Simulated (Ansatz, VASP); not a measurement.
CuO in VASP and in Ansatz

```xyz
4
Lattice="2.2940 -1.6764 0.0000 2.2940 1.6764 0.0000 -0.8327 0.0000 4.9546" Properties=species:S:1:pos:R:3 pbc="T T T"
Cu    0.7307   -0.8382    2.4773
Cu    1.1470    0.8382    0.0000
O     1.6695    0.2736    3.7160
O     2.0859   -0.2736    1.2387
```

Alike in both runs: task single point; functional LDA; k mesh 10 × 10 × 5; occupations fermi-dirac, width 0.05 eV; no spin polarisation.

```csv
,VASP,Ansatz
version,VASP 6.6.1,Ansatz 0.2.0
potentials or method,"VASP PAW LDA potentials, release 64 (Cu, O)",Ansatz PAW
plane-wave cutoff (eV),520,420
valence electrons in the cell,34,50
```

|  | VASP | Ansatz | Ansatz less VASP |
| --- | --- | --- | --- |
| gap on the k mesh at the Fermi level (eV) | none | none | - |
| pressure (GPa) | 3.1 | 2.1 | -1.01 |
| traceless stress, the component that is largest in VASP (GPa) | -1.41 | -1.32 | +0.087 |
| rms of the force components (eV/Å) | 0.089 | 0.111 | +0.0224 |

LDA's correlation is that of Perdew and Zunger in VASP and of Perdew and Wang (1992) in Ansatz. Atom by atom the forces differ by 0.022 eV/Å (rms over components). A gap of «none» marks a metal or a gap that the smearing closes. VASP's potentials hold 34 valence electrons a cell and Ansatz's 50, so a difference there can come from the potentials and not from the codes.
